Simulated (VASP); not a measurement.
**BaS: single point with PBE**

Crystal: BaS.

```xyz
2
Lattice="0.2006 3.5767 3.5767 3.5767 0.2006 3.5767 3.5767 3.5767 0.2006" Properties=species:S:1:pos:R:3 pbc="T T T"
Ba    0.0396    0.0396    0.0396
S     1.7990    1.7990    1.7990
```

This cell differs from its parent crystal: epitaxial 111 strain -4.1%.

```json
{"Program": "VASP 6.6.1", "Task": "single point", "Functional": "PBE", "Potentials or basis": "VASP PAW PBE potentials, release 64 (Ba_sv, S)", "Cutoff": "520 eV", "k mesh": "6 × 6 × 6", "Occupations": "fermi-dirac, width 0.02 eV", "Spin": "no spin polarisation"}
```

- Pressure: 1.4 GPa
- Largest force: 0.006 eV/Å
- Band gap on the k mesh: 2.78 eV (least direct gap 3.41 eV)

Forces on the atoms (eV/Å):
```
Ba   0.004  0.004  0.004
S   -0.004 -0.004 -0.004
```

Stress tensor (GPa, compression positive):
```
 1.38 -0.48 -0.48
-0.48  1.38 -0.48
-0.48 -0.48  1.38
```

Levels at points of the mesh, in eV from the valence-band top:
| k point | band 4 | band 5 | band 6 | band 7 | band 8 | band 9 | band 10 | band 11 | band 12 | band 13 |
| --- | --- | --- | --- | --- | --- | --- | --- | --- | --- | --- |
| (0.00, 0.00, 0.00) | -11.22 | -9.96 | -0.87 | -0.66 | -0.66 | 2.78 | 5.06 | 5.06 | 6.97 | 6.97 |
| (0.50, 0.00, 0.00) | -11.26 | -9.29 | -0.60 | -0.51 | -0.48 | 4.47 | 4.76 | 5.62 | 5.77 | 6.41 |
| (0.50, 0.50, 0.00) | -11.32 | -9.05 | -1.16 | -0.07 | 0.00 | 3.44 | 4.58 | 6.25 | 6.40 | 6.59 |
| (0.50, 0.50, 0.50) | -11.25 | -9.14 | -0.81 | -0.38 | -0.38 | 4.32 | 5.22 | 5.22 | 5.52 | 6.21 |

Run time: 25 s on 1 thread of Intel(R) Xeon(R) 6975P-C (Granite Rapids), with other jobs on the host, peak memory 0.25 GiB.

Caveat: the cell differs from its parent crystal (epitaxial 111 strain -4.1%); spin-orbit coupling is left out, which moves the levels of the heavy elements. A k mesh can miss the band edges.
